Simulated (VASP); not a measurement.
A run of VASP 6.6.1 is set up as follows.

INCAR

```
SYSTEM = Mg5TlO4
  PREC = Accurate
  ENCUT = 520
  EDIFF = 1E-7
  ISMEAR = 0
  SIGMA = 0.1
  LREAL = .FALSE.
  LASPH = .TRUE.
  NELM = 60
  ALGO = Normal
  ISIF = 2
  LWAVE = .FALSE.
  LCHARG = .FALSE.
  GGA = PE
  NBANDS = 34
```

The input KPOINTS:

```
regular mesh
0
G
  14 14 4
  0 0 0
```

POSCAR

```
Mg5TlO4
1.0
    2.8004208748      0.0000000000      0.0000000000
    0.0000000000      2.8004208748      0.0000000000
    0.0000000000      0.0000000000     15.6861573244
Mg Tl O
5 1 4
Direct
    0.5000000000      0.5000000000      0.1594092691
    0.5000000000      0.5000000000      0.3296413839
    0.5000000000      0.5000000000      0.5000000000
    0.5000000000      0.5000000000      0.6703586161
    0.5000000000      0.5000000000      0.8405907309
    0.0000000000      0.0000000000      0.0000000000
    0.0000000000      0.0000000000      0.2364082275
    0.0000000000      0.0000000000      0.4121700912
    0.0000000000      0.0000000000      0.5878299088
    0.0000000000      0.0000000000      0.7635917725
```

Potentials or basis: VASP PAW PBE potentials, release 64 (Mg, Tl_d, O).

Launch:

```sh
$ cat potpaw_PBE.64/Mg/POTCAR potpaw_PBE.64/Tl_d/POTCAR potpaw_PBE.64/O/POTCAR > POTCAR
$ mpirun -np 1 vasp_std > vasp.out
```

(1) Predict the pressure.

(2) Predict the band gap on the k mesh.

(3) Estimate the largest force.

Answers

(1) -0.4 GPa.

(2) zero (an odd number of electrons rules out a gap without spin polarisation).

(3) 0.012 eV/Å.

Caveat: spin-orbit coupling is left out, which moves the levels of the heavy elements; an odd number of electrons without spin polarisation forces a metal; a magnetic or distorted state may lie lower.
